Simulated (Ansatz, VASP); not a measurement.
**GaSb in VASP and in Ansatz**

The input INCAR:

```
SYSTEM = GaSb
PREC = Accurate ; ENCUT = 520
EDIFF = 1E-6 ; ISMEAR = -1
SIGMA = 0.02 ; LREAL = .False.
LASPH = .True. ; NELM = 80
ALGO = Normal ; ISIF = 2
LWAVE = .False. ; LCHARG = .False.
GGA = PE ; NBANDS = 16
```

Contents of KPOINTS:

```
regular mesh
0
Gamma
  8 8 8
  0 0 0
```

POSCAR

```
GaSb
1.0
    3.5818184820      0.0000000000      0.0000000000
    0.0000000000      3.5818184820      0.0000000000
    0.0000000000      0.0000000000      3.5818184820
Ga Sb
1 1
Direct
    0.0000000000      0.0000000000      0.0000000000
    0.5000000000      0.5000000000      0.5000000000
```

Input for Ansatz:

```yaml
crystal:
  lattice:
    - [3.581818482, 0.0, 0.0]
    - [0.0, 3.581818482, 0.0]
    - [0.0, 0.0, 3.581818482]
  atoms:
    - { symbol: Ga, position: [0.0, 0.0, 0.0] }
    - { symbol: Sb, position: [0.5, 0.5, 0.5] }
kpoints:
  mp_grid: { grid: [8, 8, 8] }
  band_path:
    path:
      - [[0.0, 0.0, 0.0], [1.807368252736e-50, 0.5, 1.792320441038e-35], [0.5, 0.5, 8.96160220519e-36], [0.0, 0.0, 0.0], [0.5, 0.5, 0.5], [1.807368252736e-50, 0.5, 1.792320441038e-35]]
      - [[0.5, 0.5, 0.5], [0.5, 0.5, 8.96160220519e-36]]
    npoints: 10
hamiltonian:
  xc: pbe
scf:
  occupations: { method: fermi_dirac, width: 0.02 }
  n_extra_bands: 4
output:
  forces: true
  stress: true
  eigenvalues: true
```

Alike in both runs: task single point; functional PBE; k mesh 8 × 8 × 8; occupations fermi-dirac, width 0.02 eV; no spin polarisation.

```csv
,VASP,Ansatz
version,VASP 6.6.1,Ansatz 0.2.0
potentials or method,"VASP PAW PBE potentials, release 64 (Ga_d, Sb)","plane waves, PAW"
plane-wave cutoff (eV),520,420
valence electrons in the cell,18,28
```

|  | VASP | Ansatz | Ansatz less VASP |
| --- | --- | --- | --- |
| pressure (GPa) | 1.9 | 1.9 | +0.03 |

The functional is the same, so the differences come from potentials, cutoffs and numerics. VASP's potentials hold 18 valence electrons a cell and Ansatz's 28, so a difference there can come from the potentials and not from the codes.

Neither program's run includes spin-orbit coupling.
